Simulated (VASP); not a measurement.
## Mg4HO8 (a cell with a defect): single point with LDA

Mg4HO8 (a cell with a defect):

```
Mg O H
1.0
    -3.11595   -1.79900    3.42557
     3.11595   -1.79900    3.42557
     0.00000    3.59799    3.42557
Mg O H
4 8 1
Direct
  0.00000 0.00000 0.00000
  0.50000 0.50000 0.00000
  0.50000 0.00000 0.50000
  0.00000 0.50000 0.50000
  0.42942 0.42942 0.42942
  0.92942 0.92942 0.42942
  0.92942 0.42942 0.92942
  0.42942 0.92942 0.92942
  0.57058 0.57058 0.57058
  0.07058 0.07058 0.57058
  0.07058 0.57058 0.07058
  0.57058 0.07058 0.07058
  0.25002 0.33335 0.91669
```

```
Program                : VASP 6.6.1
Task                   : single point
Functional             : LDA
Potentials or basis    : VASP PAW LDA potentials, release 64 (Mg, O, H)
Cutoff                 : 520 eV
k mesh                 : 6 × 6 × 6
Occupations            : gaussian, width 0.05 eV
Spin                   : no spin polarisation
Dipole correction      : no
Charge                 : 1
Further INCAR settings : ALGO = Normal; EDIFF = 1e-07; NBANDS = 40; NELECT = 56.0
```

| Property | Result |
| --- | --- |
| Largest force | 2.447 eV/Å |

Forces in eV/Å, atoms in the order of the input:
```
Mg  -0.050  0.411 -0.531
Mg  -0.314 -0.567  2.359
Mg  -0.114 -0.044 -0.049
Mg   0.190 -0.091 -0.146
O    0.034  0.199 -0.465
O    0.013  0.006 -0.272
O   -1.351 -0.528 -1.402
O    0.596 -0.160 -0.740
O    0.034  0.276  0.367
O    0.007 -0.017  0.254
O   -1.559 -0.493  1.230
O    0.762 -0.180  0.608
H    1.753  1.189 -1.213
```

Levels at points of the mesh, in eV from the Fermi level:
```csv
k point,band 26,band 27,band 28,band 29,band 30,band 31
"(0.00, 0.00, 0.00)",-0.57,-0.30,-0.22,0.23,2.69,3.57
"(0.50, 0.00, 0.00)",-0.81,-0.74,-0.65,1.13,2.91,3.71
"(0.00, 0.50, 0.00)",-0.92,-0.68,-0.49,1.01,2.91,3.73
"(0.00, 0.00, 0.50)",-1.24,-0.56,-0.32,0.70,2.89,3.89
"(0.50, 0.50, 0.00)",-1.41,-0.81,-0.50,0.68,2.73,3.88
"(0.50, 0.00, 0.50)",-1.03,-0.87,-0.64,0.98,2.76,3.56
"(0.00, 0.50, 0.50)",-0.92,-0.84,-0.78,1.10,2.79,3.45
"(0.50, 0.50, 0.50)",-1.16,-0.19,-0.18,0.25,2.08,3.59
```

Wall time 9.9 min on 1 thread of Intel(R) Xeon(R) Platinum 8259CL CPU @ 2.50GHz (Skylake/Cascade Lake) (shared host), peak memory 0.48 GiB.

Caveat: the cell carries a net charge on a neutralising background, which shifts energy and pressure; the cell is charged against a uniform background, so pressure and absolute levels hang on convention.
